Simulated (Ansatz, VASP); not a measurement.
# One calculation of Bi, two programs

```xyz
2
Lattice="2.2452 1.2962 3.8388 -2.2452 1.2962 3.8388 0.0000 -2.5925 3.8388" Properties=species:S:1:pos:R:3 pbc="T T T"
Bi    0.0000    0.0000    2.7307
Bi    0.0000    0.0000    8.7858
```

Alike in both runs: task single point; functional LDA; k mesh 9 × 9 × 9; occupations fermi-dirac, width 0.6 eV; no spin polarisation.

|  | VASP | Ansatz |
| --- | --- | --- |
| version | VASP 6.6.1 | Ansatz 0.2.0 |
| potentials or method | VASP PAW LDA potentials, release 64 (Bi_d), cutoff 520 eV | plane waves (420 eV) with PAW, scalar-relativistic |
| valence electrons in the cell | 30 | 30 |

```tsv
	VASP	Ansatz	Ansatz less VASP
pressure (GPa)	1.7	1.6	-0.08
traceless stress, the component that is largest in VASP (GPa)	-0.33	-0.32	+0.011
```

Ansatz warns that its potentials were made for another functional, while VASP's fit it. LDA's correlation is that of Perdew and Zunger in VASP and of Perdew and Wang (1992) in Ansatz.

Spin-orbit coupling is off throughout.
